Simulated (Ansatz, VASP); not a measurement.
# Two plane-wave programs on BP

The input POSCAR:

```
BP
1.0
    0.0000000000      2.2683155501      2.2683155501
    2.2683155501      0.0000000000      2.2683155501
    2.2683155501      2.2683155501      0.0000000000
B P
1 1
Direct
    0.0000000000      0.0000000000      0.0000000000
    0.2500000000      0.2500000000      0.2500000000
```

File INCAR.step1:

```
PREC = Accurate ; ENCUT = 520
EDIFF = 1E-5 ; ISMEAR = 0
SIGMA = 0.01 ; LREAL = False
LASPH = True ; NELM = 60
ALGO = Normal ; ISIF = 2
LWAVE = True ; LCHARG = False
NBANDS = 11 ; GGA = PE
```

INCAR.step2

```
PREC = Accurate ; ENCUT = 520
EDIFF = 1E-6 ; ISMEAR = 0
SIGMA = 0.01 ; LREAL = False
LASPH = True ; NELM = 60
ALGO = Normal ; ISIF = 2
LWAVE = False ; LCHARG = False
GGA = PE ; LHFCALC = True
HFSCREEN = 0.2079 ; PRECFOCK = Normal
NBANDS = 11 ; ISTART = 1
```

File KPOINTS:

```
regular mesh
0
Gamma
  4 4 4
```

Input for Ansatz:

```yaml
crystal:
  lattice:
    - [0.0, 2.2683155501, 2.2683155501]
    - [2.2683155501, 0.0, 2.2683155501]
    - [2.2683155501, 2.2683155501, 0.0]
  atoms:
    - { symbol: B, position: [0.0, 0.0, 0.0] }
    - { symbol: P, position: [0.25, 0.25, 0.25] }
kpoints:
  mp_grid: { grid: [4, 4, 4] }
hamiltonian:
  xc: hse06
scf:
  occupations: { method: fixed }
  n_extra_bands: 4
output:
  forces: true
  stress: true
  eigenvalues: true
```

Alike in both runs: task single point; functional HSE06; k mesh 4 × 4 × 4; no spin polarisation.

|  | VASP | Ansatz |
| --- | --- | --- |
| version | VASP 6.6.1 | Ansatz 0.2.0 |
| potentials or method | VASP PAW PBE potentials, release 64 (B, P) | plane waves, PAW |
| plane-wave cutoff (eV) | 520 | 420 |
| occupations | gaussian, width 0.01 eV | fixed |
| valence electrons in the cell | 8 | 8 |

Ansatz gave:

- gap on the k mesh at the Fermi level (eV): 2.09
- pressure (GPa): -0.3

Q: What did VASP give for the same quantities?

A: gap on the k mesh at the Fermi level (eV): 2.09; pressure (GPa): -0.9.

Ansatz's warnings: stress exchange threshold loose, stress scf threshold loose.

The k mesh is coarse, so the values compare programs but aren't converged.
